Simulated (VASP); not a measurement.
KF, 2 atoms in the cell. It takes space group P4/mmm (No. 123, tetragonal). The conventional cell has a = 3.179 Å, b = 3.179 Å, c = 3.100 Å, α = 90.00°, β = 90.00°, γ = 90.00°. Within 3.6 Å of K (site symmetry 4/mmm) lie 8 F at 2.73 Å and 6 K at 3.10 to 3.18 Å. Within 3.6 Å of F (site symmetry 4/mmm) lie 8 K at 2.73 Å and 6 F at 3.10 to 3.18 Å.  This cell differs from its parent crystal: uniaxial z strain -2.5%.

| Quantity | Value |
| --- | --- |
| Program | VASP 6.6.1 |
| Task | single point |
| Functional | r2SCAN |
| Potentials or basis | VASP PAW PBE potentials, release 64 (K_sv, F) |
| Cutoff | 660 eV |
| k mesh | 8 × 8 × 8 |
| Occupations | gaussian, width 0.01 eV |
| Spin | no spin polarisation |
| Dipole correction | no |
| Further INCAR settings | ALGO = Normal; EDIFF = 1e-06; NBANDS = 15 |

Potentials or basis: VASP PAW PBE potentials, release 64 (K_sv, F).

Run with:

```sh
$ cat potpaw_PBE.64/K_sv/POTCAR potpaw_PBE.64/F/POTCAR > POTCAR
$ cp INCAR.step1 INCAR
$ mpirun -np 1 vasp_std > vasp.out
$ cp INCAR.step2 INCAR
$ mpirun -np 1 vasp_std > vasp.out
```

Hardware: 1 thread of Intel(R) Xeon(R) Platinum 8375C CPU @ 2.90GHz (Ice Lake), on a shared host.

Q: How long does it take, and how much memory?

A: It took 3.4 min on 1 thread of Intel(R) Xeon(R) Platinum 8375C CPU @ 2.90GHz (Ice Lake), with other jobs on the host, peak memory 0.19 GiB. Counts: k points 75.
